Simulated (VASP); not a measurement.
# Ba: relaxation of volume and atoms at fixed shape with r2SCAN

The system is Ba.

```xyz
1
Lattice="-2.5065 2.5065 2.5065 2.5065 -2.5065 2.5065 2.5065 2.5065 -2.5065" Properties=species:S:1:pos:R:3 pbc="T T T"
Ba    0.0000    0.0000    0.0000
```

- Program: VASP 6.6.1
- Task: relaxation of volume and atoms at fixed shape
- Functional: r2SCAN
- Potentials or basis: VASP PAW PBE potentials, release 64 (Ba_sv)
- Cutoff: 600 eV
- k mesh: 6 × 6 × 6
- Occupations: gaussian, width 0.1 eV
- Spin: no spin polarisation
- Dipole correction: no
- Further INCAR settings: ALGO = Normal; EDIFF = 1e-06; IBRION = 2; EDIFFG = -0.03; NSW = 80; ISIF = 8

* Relaxed volume: 65.53 Å³/atom
* Relaxed cell: a = 4.399 Å, b = 4.399 Å, c = 4.399 Å, α = 109.47°, β = 109.47°, γ = 109.47°
* Space group after relaxing (to 0.1 Å): Im-3m (No. 229)
* Energy gained by relaxing: 4.0 meV/atom
* Ionic steps: 3
* Pressure after relaxing: 0.1 GPa
* Band gap on the k mesh: zero (bands 5 and 6 overlap by 0.81 eV)

Step by step:
```tsv
step	energy change (eV)	largest force (eV/Å)	pressure (GPa)	volume (Å³)
1	0.0000	0.0000	0.44	62.99
2	-0.0032	0.0000	0.19	64.58
3	-0.0040	0.0000	0.07	65.53
```

Final structure:
```
Ba
1.0
    -2.53978    2.53978    2.53978
     2.53978   -2.53978    2.53978
     2.53978    2.53978   -2.53978
Ba
1
Direct
  0.00000 0.00000 0.00000
```

Levels at points of the mesh, in eV from the Fermi level:
```tsv
k point	band 3	band 4	band 5	band 6	band 7	band 8
(0.00, 0.00, 0.00)	-14.58	-14.58	-2.91	2.05	2.05	2.05
(0.50, 0.00, 0.00)	-14.72	-14.59	-0.90	0.84	1.04	3.38
(0.50, 0.50, 0.50)	-14.87	-14.87	-0.61	-0.61	4.45	4.45
```

It took 2 min on 1 thread of Intel Xeon 8259CL, with other jobs on the host, peak memory 0.19 GiB.

Caveat: the PAW data sets were made with another functional, which shifts forces and pressure a little; spin-orbit coupling is left out, which moves the levels of the heavy elements. Zero-point motion and thermal expansion aren't in these numbers.
